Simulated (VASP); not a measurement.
# CaO (Fm-3m) in VASP: a series of runs

CaO is run at these levels: PBE; tasks: single point.

Everything below comes from runs of VASP 6.6.1. Logs are shortened: lines on timing, memory, paths and dates and some standing lists are left out, and cuts for length are marked.

### 1 The cell of the first run

Symmetry: Fm-3m, No. 225, cubic system. Conventional cell: a = 4.807 Å, b = 4.807 Å, c = 4.807 Å, α = 90.00°, β = 90.00°, γ = 90.00°. Within 3.2 Å of Ca (site symmetry m-3m) lie 6 O at 2.40 Å. O (site symmetry m-3m) has 6 Ca at 2.40 Å within 3.2 Å.

### 2 Single point, PBE

INCAR reads:

```
PREC = Accurate ; ENCUT = 520
EDIFF = 1E-6 ; ISMEAR = 0
SIGMA = 0.017 ; LREAL = False
LASPH = True ; NELM = 80
ALGO = Normal ; ISIF = 2
LWAVE = False ; LCHARG = True
GGA = PE ; LELF = True
LVHAR = True ; NBANDS = 15
```

KPOINTS reads:

```
Automatic mesh
0
Gamma
  10 10 10
```

POSCAR reads:

```
CaO
1.0
    0.0000000000      2.4035556960      2.4035556960
    2.4035556960      0.0000000000      2.4035556960
    2.4035556960      2.4035556960      0.0000000000
Ca O
1 1
Direct
    0.0000000000      0.0000000000      0.0000000000
    0.5000000000      0.5000000000      0.5000000000
```

Potentials or basis: VASP PAW PBE potentials, release 64 (Ca_sv, O).

On the command line:

```console
$ cat potpaw_PBE.64/Ca_sv/POTCAR potpaw_PBE.64/O/POTCAR > POTCAR
$ mpirun -np 1 vasp_std > vasp.out
```

OUTCAR:

```text
PREC = Accurate
   ENCUT = 520
   EDIFF = 1E-6
   ISMEAR = 0
   LREAL = False
   LASPH = True
   NELM = 80
   ISIF = 2
   GGA = PE

 ion  position               nearest neighbor table
   1  0.000  0.000  0.000-   2 2.40   2 2.40   2 2.40   2 2.40   2 2.40   2 2.40
   2  0.500  0.500  0.500-   1 2.40   1 2.40   1 2.40   1 2.40   1 2.40   1 2.40

  LATTYP: Found a face centered cubic cell.
 ALAT       =     4.8071113920

  Lattice vectors:

 A1 = (   0.0000000000,   2.4035556960,   2.4035556960)
 A2 = (   2.4035556960,   0.0000000000,   2.4035556960)
 A3 = (   2.4035556960,   2.4035556960,   0.0000000000)

Analysis of symmetry for initial positions (statically):
=====================================================================
 Subroutine PRICEL returns:
 Original cell was already a primitive cell.

 Routine SETGRP: Setting up the symmetry group for a
 face centered cubic supercell.

 Subroutine GETGRP returns: Found 48 space group operations
 (whereof 48 operations were pure point group operations)
 out of a pool of 48 trial point group operations.

The static configuration has the point symmetry O_h .

Analysis of symmetry for dynamics (positions and initial velocities):
=====================================================================
 Subroutine PRICEL returns:
 Original cell was already a primitive cell.

 Routine SETGRP: Setting up the symmetry group for a
 face centered cubic supercell.

 Subroutine GETGRP returns: Found 48 space group operations
 (whereof 48 operations were pure point group operations)
 out of a pool of 48 trial point group operations.

The dynamic configuration has the point symmetry O_h .

 Subroutine INISYM returns: Found 48 space group operations
 (whereof 48 operations are pure point group operations),
 and found     1 'primitive' translations

----------------------------------------------------------------------------------------

                                     Primitive cell

  volume of cell :      27.7711

  direct lattice vectors                    reciprocal lattice vectors
     0.000000000  2.403555696  2.403555696    -0.208025136  0.208025136  0.208025136
     2.403555696  0.000000000  2.403555696     0.208025136 -0.208025136  0.208025136
     2.403555696  2.403555696  0.000000000     0.208025136  0.208025136 -0.208025136

  length of vectors
     3.399141063  3.399141063  3.399141063     0.360310104  0.360310104  0.360310104

  position of ions in fractional coordinates (direct lattice)
     0.000000000  0.000000000  0.000000000
     0.500000000  0.500000000  0.500000000

  ion indices of the primitive-cell ions
[... 88 lines left out ...]
   EMIN   =  10.00;   EMAX   =-10.00  energy-range for DOS
   EFERMI =   0.00;   METHOD = LEGACY
   ISMEAR =     0;   SIGMA  =   0.02  broadening in eV -4-tet -1-fermi 0-gaus
   EFERMI_NEDOS =   21; number of points for ismear=-14 and -15
   IALGO  =     38    algorithm
   IMIX   =      4    mixing-type and parameters
     AMIX     =   0.40;   BMIX     =  1.00
     AMIX_MAG =   1.60;   BMIX_MAG =  1.00
  volume/ion in A,a.u.               =      13.89        93.70
  Fermi-wavevector in a.u.,A,eV,Ry     =   1.362231  2.574243 25.247954  1.855672
  Thomas-Fermi vector in A             =   2.488738
   LORBIT       =      0    0 simple, 1 ext, 2 COOP (PROOUT), +10 PAW based schemes
   GGA     = PE    functional components
   LHFCALC =     F    Hartree Fock is set to
   AEXX    =    0.0000 exact exchange contribution
   IVDW    =     0    specifies the selected vdW correction
   LEPSILON=     F    determine dielectric tensor
   LRPA    =     F    only Hartree local field effects (RPA)
 non-spin polarized calculation
 Gauss-broadening in eV      SIGMA  =   0.02
  energy-cutoff  :      520.00
  volume of cell :       27.77
 maximum number of plane-waves:       763
 NGX is ok and might be reduce to    28
   NGX = 13   NGY = 13   NGZ = 13

 number of electron      15.9999997 magnetization

 Free energy of the ion-electron system (eV)
  ---------------------------------------------------
  ext. energy  EPLUGINS =         0.00000000
  ---------------------------------------------------
  free energy    TOTEN  =       -12.80137705 eV

  energy without entropy =      -12.80137705  energy(sigma->0) =      -12.80137705

 E-fermi :   2.4403     XC(G=0): -10.4732

 val. band max:        2.3477006556   @ k =   0.0000   0.0000   0.0000
 cond. band min:       5.9830926036   @ k =   0.5000   0.5000   0.0000
 fundamental gap:      3.6353919480
 Fermi energy:         2.4403268296

 k-point     1 :       0.0000    0.0000    0.0000
  band No.  band energies     occupation
      1     -35.2914      2.00000
      2     -16.0556      2.00000
      3     -16.0556      2.00000
      4     -16.0556      2.00000
      5     -13.1836      2.00000
      6       2.3477      2.00000
      7       2.3477      2.00000
      8       2.3477      2.00000
      9       7.0571      0.00000
     10       8.5718      0.00000
     11       8.5718      0.00000
     12       8.5718      0.00000
     13      10.0746      0.00000
     14      10.0746      0.00000
[... 401 lines left out ...]
      2     -16.6989      2.00000
      3     -16.2545      2.00000
      4     -16.2275      2.00000
      5     -12.6649      2.00000
      6       0.6713      2.00000
      7       1.7941      2.00000
      8       1.8942      2.00000
      9       6.6524      0.00000
     10       9.9896      0.00000
     11      11.1211      0.00000
     12      11.2060      0.00000
     13      11.3435      0.00000
     14      13.1499      0.00000
     15      17.9188      0.00000

 [... further k-points ...]

------------------------ aborting loop because EDIFF is reached ----------------------------------------

  FORCE on cell =-STRESS in cart. coord.  units (eV):
  Direction    XX          YY          ZZ          XY          YZ          ZX
  --------------------------------------------------------------------------------------
  -------------------------------------------------------------------------------------
  Total        0.3769269      0.3769269      0.3769269      0.0000000     -0.0000000      0.0000000
  in kB       21.7457873     21.7457873     21.7457873      0.0000000     -0.0000000      0.0000000
  external PRESSURE =      21.7457873 kB  Pullay stress =       0.0000000 kB

 VOLUME and BASIS-vectors are now :
 -----------------------------------------------------------------------------
  energy-cutoff  :      520.00
  volume of cell :       27.77
      direct lattice vectors                 reciprocal lattice vectors
     0.000000000  2.403555696  2.403555696    -0.208025136  0.208025136  0.208025136
     2.403555696  0.000000000  2.403555696     0.208025136 -0.208025136  0.208025136
     2.403555696  2.403555696  0.000000000     0.208025136  0.208025136 -0.208025136

 POSITION                                       TOTAL-FORCE (eV/Angst)
 -----------------------------------------------------------------------------------
      0.00000      0.00000      0.00000        -0.000000      0.000000     -0.000000
      2.40356      2.40356      2.40356         0.000000     -0.000000      0.000000
 -----------------------------------------------------------------------------------
    total drift:                                0.000000      0.000000      0.000000

  FREE ENERGIE OF THE ION-ELECTRON SYSTEM (eV)
  ---------------------------------------------------
  free  energy   TOTEN  =       -12.8013770494 eV

  energy  without entropy=      -12.8013770494  energy(sigma->0) =      -12.80137705
```

OSZICAR:

```text
N       E                     dE             d eps       ncg     rms          rms(c)
DAV:   1     0.123280196653E+03    0.12328E+03   -0.82952E+03  1410   0.109E+03
DAV:   2    -0.928499651656E+01   -0.13257E+03   -0.12316E+03  1767   0.289E+02
DAV:   3    -0.143718596471E+02   -0.50869E+01   -0.50497E+01  1712   0.589E+01
DAV:   4    -0.145119641808E+02   -0.14010E+00   -0.14002E+00  1978   0.857E+00
DAV:   5    -0.145131264226E+02   -0.11622E-02   -0.11622E-02  1699   0.764E-01    0.856E+00
DAV:   6    -0.128782666314E+02    0.16349E+01   -0.51011E+00  1600   0.220E+01    0.359E+00
DAV:   7    -0.128047441569E+02    0.73522E-01   -0.40716E-01  1585   0.660E+00    0.180E+00
DAV:   8    -0.128022370886E+02    0.25071E-02   -0.75381E-02  1823   0.296E+00    0.419E-01
DAV:   9    -0.128007438825E+02    0.14932E-02   -0.45518E-03  1452   0.564E-01    0.109E-01
DAV:  10    -0.128014008524E+02   -0.65697E-03   -0.72411E-04  1746   0.242E-01    0.424E-02
DAV:  11    -0.128013772523E+02    0.23600E-04   -0.48434E-05  1688   0.826E-02    0.678E-03
DAV:  12    -0.128013770494E+02    0.20283E-06   -0.71953E-06  1676   0.237E-02
   1 F= -.12801377E+02 E0= -.12801377E+02  d E =-.368058E-17
```

stdout:

```text
POSCAR found type information on POSCAR CaO
 POSCAR found :  2 types and       2 ions
 scaLAPACK will be used
 LDA part: xc-table for (Slater+PW92), standard interpolation
 POSCAR, INCAR and KPOINTS ok, starting setup
 FFT: planning ... GRIDC
 FFT: planning ... GRID_SOFT
 FFT: planning ... GRID
 WAVECAR not read
 entering main loop
```

It took 34 s on 1 thread of Intel Xeon 8259CL, shared host; peak memory 0.17 GiB.

Results:

| Item | Value |
| --- | --- |
| Free energy | -12.8014 eV |
| Pressure | 2.2 GPa |
| Band gap on the k mesh | 3.64 eV, indirect (least direct gap 4.01 eV) |

A k mesh can miss the band edges.

### 3 Single point, PBE

INCAR reads:

```
  ALGO = Normal
  EDIFF = 1E-6
  ENCUT = 520
  GGA = PE
  ISIF = 2
  ISMEAR = 0
  LASPH = True
  LCHARG = False
  LREAL = False
  LWAVE = False
  NBANDS = 15
  NELM = 60
  PREC = Accurate
  SIGMA = 0.028000000000000004
```

KPOINTS reads:

```
k-points
0
Gamma
  10 10 10
```

POSCAR is that of step 2.

Potentials or basis: VASP PAW PBE potentials, release 64 (Ca_sv, O).

On the command line:

```console
$ cat potpaw_PBE.64/Ca_sv/POTCAR potpaw_PBE.64/O/POTCAR > POTCAR
$ mpirun -np 1 vasp_std > vasp.out
```

OUTCAR:

```text
EDIFF = 1E-6
   ENCUT = 520
   GGA = PE
   ISIF = 2
   ISMEAR = 0
   LASPH = True
   LREAL = False
   NELM = 60
   PREC = Accurate

 ion  position               nearest neighbor table
   1  0.000  0.000  0.000-   2 2.40   2 2.40   2 2.40   2 2.40   2 2.40   2 2.40
   2  0.500  0.500  0.500-   1 2.40   1 2.40   1 2.40   1 2.40   1 2.40   1 2.40

  LATTYP: Found a face centered cubic cell.
 ALAT       =     4.8071113920

  Lattice vectors:

 A1 = (   0.0000000000,   2.4035556960,   2.4035556960)
 A2 = (   2.4035556960,   0.0000000000,   2.4035556960)
 A3 = (   2.4035556960,   2.4035556960,   0.0000000000)

Analysis of symmetry for initial positions (statically):
=====================================================================
 Subroutine PRICEL returns:
 Original cell was already a primitive cell.

 Routine SETGRP: Setting up the symmetry group for a
 face centered cubic supercell.

 Subroutine GETGRP returns: Found 48 space group operations
 (whereof 48 operations were pure point group operations)
 out of a pool of 48 trial point group operations.

The static configuration has the point symmetry O_h .

Analysis of symmetry for dynamics (positions and initial velocities):
=====================================================================
 Subroutine PRICEL returns:
 Original cell was already a primitive cell.

 Routine SETGRP: Setting up the symmetry group for a
 face centered cubic supercell.

 Subroutine GETGRP returns: Found 48 space group operations
 (whereof 48 operations were pure point group operations)
 out of a pool of 48 trial point group operations.

The dynamic configuration has the point symmetry O_h .

 Subroutine INISYM returns: Found 48 space group operations
 (whereof 48 operations are pure point group operations),
 and found     1 'primitive' translations

----------------------------------------------------------------------------------------

                                     Primitive cell

  volume of cell :      27.7711

  direct lattice vectors                    reciprocal lattice vectors
     0.000000000  2.403555696  2.403555696    -0.208025136  0.208025136  0.208025136
[... 120 lines left out ...]
  volume of cell :       27.77
 maximum number of plane-waves:       763
 NGX is ok and might be reduce to    28
   NGX = 13   NGY = 13   NGZ = 13

 number of electron      15.9999997 magnetization

 Free energy of the ion-electron system (eV)
  ---------------------------------------------------
  ext. energy  EPLUGINS =         0.00000000
  ---------------------------------------------------
  free energy    TOTEN  =       -12.80137705 eV

  energy without entropy =      -12.80137705  energy(sigma->0) =      -12.80137705

 E-fermi :   2.6163     XC(G=0): -10.4732

 val. band max:        2.3477006556   @ k =   0.0000   0.0000   0.0000
 cond. band min:       5.9830926036   @ k =   0.5000   0.5000   0.0000
 fundamental gap:      3.6353919480
 Fermi energy:         2.6163015026

 k-point     1 :       0.0000    0.0000    0.0000
  band No.  band energies     occupation
      1     -35.2914      2.00000
      2     -16.0556      2.00000
      3     -16.0556      2.00000
      4     -16.0556      2.00000
      5     -13.1836      2.00000
      6       2.3477      2.00000
      7       2.3477      2.00000
      8       2.3477      2.00000
      9       7.0571      0.00000
     10       8.5718      0.00000
     11       8.5718      0.00000
     12       8.5718      0.00000
     13      10.0746      0.00000
     14      10.0746      0.00000
[... 401 lines left out ...]
      2     -16.6989      2.00000
      3     -16.2545      2.00000
      4     -16.2275      2.00000
      5     -12.6649      2.00000
      6       0.6713      2.00000
      7       1.7941      2.00000
      8       1.8942      2.00000
      9       6.6524      0.00000
     10       9.9896      0.00000
     11      11.1211      0.00000
     12      11.2060      0.00000
     13      11.3435      0.00000
     14      13.1499      0.00000
     15      17.9188      0.00000

 [... further k-points ...]

------------------------ aborting loop because EDIFF is reached ----------------------------------------

  FORCE on cell =-STRESS in cart. coord.  units (eV):
  Direction    XX          YY          ZZ          XY          YZ          ZX
  --------------------------------------------------------------------------------------
  -------------------------------------------------------------------------------------
  Total        0.3769269      0.3769269      0.3769269      0.0000000     -0.0000000      0.0000000
  in kB       21.7457873     21.7457873     21.7457873      0.0000000     -0.0000000      0.0000000
  external PRESSURE =      21.7457873 kB  Pullay stress =       0.0000000 kB

 VOLUME and BASIS-vectors are now :
 -----------------------------------------------------------------------------
  energy-cutoff  :      520.00
  volume of cell :       27.77
      direct lattice vectors                 reciprocal lattice vectors
     0.000000000  2.403555696  2.403555696    -0.208025136  0.208025136  0.208025136
     2.403555696  0.000000000  2.403555696     0.208025136 -0.208025136  0.208025136
     2.403555696  2.403555696  0.000000000     0.208025136  0.208025136 -0.208025136

 POSITION                                       TOTAL-FORCE (eV/Angst)
 -----------------------------------------------------------------------------------
      0.00000      0.00000      0.00000        -0.000000     -0.000000     -0.000000
      2.40356      2.40356      2.40356         0.000000      0.000000      0.000000
 -----------------------------------------------------------------------------------
    total drift:                                0.000000      0.000000      0.000000

  FREE ENERGIE OF THE ION-ELECTRON SYSTEM (eV)
  ---------------------------------------------------
  free  energy   TOTEN  =       -12.8013770495 eV

  energy  without entropy=      -12.8013770495  energy(sigma->0) =      -12.80137705
```

OSZICAR:

```text
N       E                     dE             d eps       ncg     rms          rms(c)
DAV:   1     0.123279982459E+03    0.12328E+03   -0.82952E+03  1410   0.109E+03
DAV:   2    -0.928499651656E+01   -0.13256E+03   -0.12316E+03  1767   0.289E+02
DAV:   3    -0.143718596471E+02   -0.50869E+01   -0.50497E+01  1712   0.589E+01
DAV:   4    -0.145119641808E+02   -0.14010E+00   -0.14002E+00  1978   0.857E+00
DAV:   5    -0.145131264226E+02   -0.11622E-02   -0.11622E-02  1699   0.764E-01    0.856E+00
DAV:   6    -0.128782666314E+02    0.16349E+01   -0.51011E+00  1600   0.220E+01    0.359E+00
DAV:   7    -0.128047441569E+02    0.73522E-01   -0.40716E-01  1585   0.660E+00    0.180E+00
DAV:   8    -0.128022370886E+02    0.25071E-02   -0.75381E-02  1823   0.296E+00    0.419E-01
DAV:   9    -0.128007438825E+02    0.14932E-02   -0.45518E-03  1452   0.564E-01    0.109E-01
DAV:  10    -0.128014008524E+02   -0.65697E-03   -0.72411E-04  1746   0.242E-01    0.424E-02
DAV:  11    -0.128013772522E+02    0.23600E-04   -0.48434E-05  1688   0.826E-02    0.678E-03
DAV:  12    -0.128013770495E+02    0.20278E-06   -0.71953E-06  1676   0.237E-02
   1 F= -.12801377E+02 E0= -.12801377E+02  d E =-.513245E-44
```

stdout:

```text
POSCAR found type information on POSCAR CaO
 POSCAR found :  2 types and       2 ions
 scaLAPACK will be used
 LDA part: xc-table for (Slater+PW92), standard interpolation
 POSCAR, INCAR and KPOINTS ok, starting setup
 FFT: planning ... GRIDC
 FFT: planning ... GRID_SOFT
 FFT: planning ... GRID
 WAVECAR not read
 entering main loop
```

Wall time 33 s (1 thread of Intel Xeon 8259CL, shared host); peak memory 0.17 GiB.

What came out:

```
Free energy            : -12.8014 eV
Pressure               : 2.2 GPa
Band gap on the k mesh : 3.64 eV, indirect (least direct gap 4.01 eV)
```

Levels at points of the mesh, in eV from the valence-band top:
| k point | band 5 | band 6 | band 7 | band 8 | band 9 | band 10 | band 11 | band 12 |
| --- | --- | --- | --- | --- | --- | --- | --- | --- |
| (0.00, 0.00, 0.00) | -15.53 | 0.00 | 0.00 | 0.00 | 4.71 | 6.22 | 6.22 | 6.22 |
| (0.50, 0.00, 0.00) | -14.34 | -2.64 | -1.20 | -1.20 | 7.05 | 8.35 | 8.35 | 8.50 |
| (0.50, 0.50, 0.00) | -15.29 | -1.30 | -0.37 | -0.37 | 3.64 | 8.04 | 8.89 | 9.53 |

A k mesh can miss the band edges. PBE gaps usually lie below the measured ones, often by a third to a half.
